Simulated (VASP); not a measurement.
# Re (P6_3/mmc) in VASP: notebook, part 2 of 2

VASP 6.6.1. Earlier steps stand in the parts before.

### 3 Single point, LDA

This run uses another cell than the first one, of 14.33 Å³/atom, 0.974 times its volume.

Contents of INCAR:

```
SYSTEM = Re
  PREC = Accurate
  ENCUT = 500
  EDIFF = 1E-6
  ISMEAR = 0
  SIGMA = 0.1
  LREAL = .False.
  LASPH = .True.
  NELM = 120
  ALGO = Normal
  ISIF = 2
  LWAVE = .False.
  LCHARG = .False.
  GGA = CA
  NBANDS = 22
  GGA_COMPAT = .False.
```

Contents of KPOINTS:

```
Automatic mesh
0
Gamma
  9 9 4
  0 0 0
```

Contents of POSCAR:

```
Re
1.0
    2.7375470804      0.0000000000      0.0000000000
   -1.3687735402      2.3707853157      0.0000000000
    0.0000000000      0.0000000000      4.4148487321
Re
2
Direct
    0.3333333333      0.6666666667      0.2500000000
    0.6666666667      0.3333333333      0.7500000000
```

Potentials or basis: VASP PAW LDA potentials, release 64 (Re_sv_GW).

The run is started by

```bash
$ cat potpaw_LDA.64/Re_sv_GW/POTCAR > POTCAR
$ mpirun -np 1 vasp_std > vasp.out
```

OUTCAR:

```text
SYSTEM = Re
   PREC = Accurate
   ENCUT = 500
   EDIFF = 1E-6
   ISMEAR = 0
   LREAL = .False.
   LASPH = .True.
   NELM = 120
   ISIF = 2
   GGA = CA

 ion  position               nearest neighbor table
   1  0.333  0.667  0.250-   2 2.71   2 2.71   2 2.71   2 2.71   2 2.71   2 2.71
   2  0.667  0.333  0.750-   1 2.71   1 2.71   1 2.71   1 2.71   1 2.71   1 2.71

  LATTYP: Found a hexagonal cell.
 ALAT       =     2.7375470804
 C/A-ratio  =     1.6127023947

  Lattice vectors:

 A1 = (   2.7375470804,   0.0000000000,   0.0000000000)
 A2 = (  -1.3687735402,   2.3707853157,   0.0000000000)
 A3 = (   0.0000000000,   0.0000000000,   4.4148487321)

Analysis of symmetry for initial positions (statically):
=====================================================================
 Subroutine PRICEL returns:
 Original cell was already a primitive cell.

 Routine SETGRP: Setting up the symmetry group for a
 hexagonal supercell.

 Subroutine GETGRP returns: Found 24 space group operations
 (whereof 12 operations were pure point group operations)
 out of a pool of 24 trial point group operations.

The static configuration has the point symmetry D_3d.
 The point group associated with its full space group is D_6h.

Analysis of symmetry for dynamics (positions and initial velocities):
=====================================================================
 Subroutine PRICEL returns:
 Original cell was already a primitive cell.

 Routine SETGRP: Setting up the symmetry group for a
 hexagonal supercell.

 Subroutine GETGRP returns: Found 24 space group operations
 (whereof 12 operations were pure point group operations)
 out of a pool of 24 trial point group operations.

The dynamic configuration has the point symmetry D_3d.
 The point group associated with its full space group is D_6h.

 Subroutine INISYM returns: Found 24 space group operations
 (whereof 12 operations are pure point group operations),
[... 105 lines left out ...]
   TEBEG  =    0.0;   TEEND  =   0.0 temperature during run
   PSTRESS=    0.0 pullay stress
   NELECT =      30.0000    total number of electrons
   NUPDOWN=      -1.0000    fix difference up-down
   EMIN   =  10.00;   EMAX   =-10.00  energy-range for DOS
   EFERMI =   0.00;   METHOD = LEGACY
   ISMEAR =     0;   SIGMA  =   0.10  broadening in eV -4-tet -1-fermi 0-gaus
   EFERMI_NEDOS =   21; number of points for ismear=-14 and -15
   IALGO  =     38    algorithm
   IMIX   =      4    mixing-type and parameters
     AMIX     =   0.40;   BMIX     =  1.00
     AMIX_MAG =   1.60;   BMIX_MAG =  1.00
  volume/ion in A,a.u.               =      14.33        96.68
  Fermi-wavevector in a.u.,A,eV,Ry     =   1.662361  3.141407 37.598944  2.763444
  Thomas-Fermi vector in A             =   2.749265
   LORBIT       =      0    0 simple, 1 ext, 2 COOP (PROOUT), +10 PAW based schemes
   GGA     = CA    functional components
   LHFCALC =     F    Hartree Fock is set to
   AEXX    =    0.0000 exact exchange contribution
   IVDW    =     0    specifies the selected vdW correction
   LEPSILON=     F    determine dielectric tensor
   LRPA    =     F    only Hartree local field effects (RPA)
 non-spin polarized calculation
 Gauss-broadening in eV      SIGMA  =   0.10
  energy-cutoff  :      500.00
  volume of cell :       28.65
 maximum number of plane-waves:       756
 NGX is ok and might be reduce to    20
   NGX =  9   NGY =  9   NGZ = 17

 number of electron      29.9999994 magnetization

 Free energy of the ion-electron system (eV)
  ---------------------------------------------------
  ext. energy  EPLUGINS =         0.00000000
  ---------------------------------------------------
  free energy    TOTEN  =       -30.75207908 eV

  energy without entropy =      -30.74524428  energy(sigma->0) =      -30.74866168

 E-fermi :  13.2618     XC(G=0): -14.5793

 val. band max:       13.2287013761   @ k =   0.3333   0.3333   0.0000
 cond. band min:      13.2669310544   @ k =   0.1111   0.1111   0.0000
 fundamental gap:      0.0382296783
 Fermi energy:        13.2618003652

 k-point     1 :       0.0000    0.0000    0.0000
  band No.  band energies     occupation
      1     -66.1655      2.00000
      2     -66.0227      2.00000
      3     -28.9601      2.00000
      4     -27.7898      2.00000
      5     -27.7898      2.00000
      6     -27.5948      2.00000
[... 589 lines left out ...]
     21      23.8798      0.00000
     22      26.8792      0.00000

 [... further k-points ...]
[... 5 lines left out ...]
  --------------------------------------------------------------------------------------
  -------------------------------------------------------------------------------------
  Total       -0.1540230     -0.1540230     -0.1569519      0.0000000      0.0000000      0.0000000
  in kB       -8.6124484     -8.6124484     -8.7762178      0.0000000      0.0000000      0.0000000
  external PRESSURE =      -8.6670382 kB  Pullay stress =       0.0000000 kB

 VOLUME and BASIS-vectors are now :
 -----------------------------------------------------------------------------
  energy-cutoff  :      500.00
  volume of cell :       28.65
      direct lattice vectors                 reciprocal lattice vectors
     2.737547080  0.000000000  0.000000000     0.365290521  0.210900581  0.000000000
    -1.368773540  2.370785316  0.000000000     0.000000000  0.421801162  0.000000000
     0.000000000  0.000000000  4.414848732     0.000000000  0.000000000  0.226508327

 POSITION                                       TOTAL-FORCE (eV/Angst)
 -----------------------------------------------------------------------------------
     -0.00000      1.58052      1.10371        -0.000000      0.000000      0.000000
      1.36877      0.79026      3.31114         0.000000     -0.000000      0.000000
 -----------------------------------------------------------------------------------
    total drift:                               -0.000000      0.000000     -0.000000

  FREE ENERGIE OF THE ION-ELECTRON SYSTEM (eV)
  ---------------------------------------------------
  free  energy   TOTEN  =       -30.7520790808 eV

  energy  without entropy=      -30.7452442753  energy(sigma->0) =      -30.74866168
```

stdout:

```text
POSCAR found type information on POSCAR Re
 POSCAR found :  1 types and       2 ions
 scaLAPACK will be used
 LDA part: xc-table for (Slater(with rela. corr.)+CA(PZ))
 , standard interpolation
 POSCAR, INCAR and KPOINTS ok, starting setup
 FFT: planning ... GRIDC
 FFT: planning ... GRID_SOFT
 FFT: planning ... GRID
 WAVECAR not read
 entering main loop
```

It took 15 s on 1 thread of Intel Xeon Platinum 8259CL at 2.50GHz (Skylake/Cascade Lake), shared host; peak memory 0.14 GiB.

What came out:

```yaml
Free_energy: -30.7521 eV
Pressure: -0.9 GPa
Band_gap_on_the_k_mesh: zero (band 15 reaches 14.45 eV, above the bottom of band 16 at 11.44 eV)
```

Levels at points of the mesh, in eV from the Fermi level:
```
           k point  band 13  band 14  band 15  band 16  band 17  band 18
(0.00, 0.00, 0.00)    -1.66    -0.81    -0.81     0.14     0.14     0.82
(0.00, 0.00, 0.50)    -1.82    -1.82    -1.82    -1.82     2.63     2.63
```

Caveat: spin-orbit coupling is left out, which moves the levels of the heavy elements.
